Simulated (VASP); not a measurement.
A run of VASP 6.6.1:

The input POSCAR:

```
In2GaP3
1.0
    4.0705851220      0.0000000000      0.0000000000
   -2.0352925610      3.5252301239      0.0000000000
    0.0000000000      0.0000000000      9.9997414636
Ga In P
1 2 3
Direct
    0.0000000000      0.0000000000      0.0009124437
    0.6666666667      0.3333333333      0.6736664641
    0.3333333333      0.6666666667      0.3274886961
    0.6666666667      0.3333333333      0.9295554591
    0.3333333333      0.6666666667      0.5818573306
    0.0000000000      0.0000000000      0.2365196066
```

File INCAR.step1:

```
SYSTEM = In2GaP3
PREC = Accurate ; ENCUT = 520
ISMEAR = 0 ; SIGMA = 0.01
LREAL = .False. ; LASPH = .True.
NELM = 60 ; NBANDS = 36
GGA = PE ; ALGO = Normal
EDIFF = 1E-4 ; LWAVE = .True.
LCHARG = .False.
```

INCAR.step2

```
SYSTEM = In2GaP3
PREC = Accurate ; ENCUT = 520
EDIFF = 1E-7 ; ISMEAR = 0
SIGMA = 0.01 ; LREAL = .False.
LASPH = .True. ; NELM = 60
ALGO = Normal ; ISIF = 2
LWAVE = .False. ; LCHARG = .False.
METAGGA = R2SCAN ; LMIXTAU = .True.
NBANDS = 36 ; ISTART = 1
```

KPOINTS

```
regular mesh
0
Gamma
  6 6 2
  0 0 0
```

Potentials or basis: VASP PAW PBE potentials, release 64 (Ga_d, In_d, P).

Run with:

```sh
$ cat potpaw_PBE.64/Ga_d/POTCAR potpaw_PBE.64/In_d/POTCAR potpaw_PBE.64/P/POTCAR > POTCAR
$ cp INCAR.step1 INCAR
$ mpirun -np 1 vasp_std > vasp.out
$ cp INCAR.step2 INCAR
$ mpirun -np 1 vasp_std > vasp.out
```

Hardware: 1 thread of Intel Xeon 8259CL, on a shared host.

Problem. Estimate the wall time of this run.

Solution. Wall time 12 min on 1 thread of Intel Xeon 8259CL (shared host), peak memory 0.32 GiB. Counts: k points 14.
